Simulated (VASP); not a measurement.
# Au: single point with r2SCAN+rVV10

Crystal: Au.

```
Au
1.0
     0.00000    2.04848    2.04848
     2.04848    0.00000    2.04848
     2.04848    2.04848    0.00000
Au
1
Direct
  0.00000 0.00000 0.00000
```

```
Program             : VASP 6.6.1
Task                : single point
Functional          : r2SCAN
Dispersion          : rVV10
Potentials or basis : VASP PAW PBE potentials, release 64 (Au)
Cutoff              : 520 eV
k mesh              : 11 × 11 × 11
Occupations         : fermi-dirac, width 0.05 eV
Spin                : no spin polarisation
```

The pressure is 1.5 GPa.

Levels at points of the mesh, in eV from the Fermi level:
```
           k point  band 3  band 4  band 5  band 6  band 7  band 8  band 9  band 10
(0.00, 0.00, 0.00)   -5.00   -5.00   -3.49   -3.49   15.20   19.25   19.25    19.25
```

Wall time 2.5 min on 1 thread of AMD EPYC 7571 (shared host), peak memory 0.18 GiB.

Caveat: the PAW data sets were made with another functional, which shifts forces and pressure a little; spin-orbit coupling is left out, which moves the levels of the heavy elements.
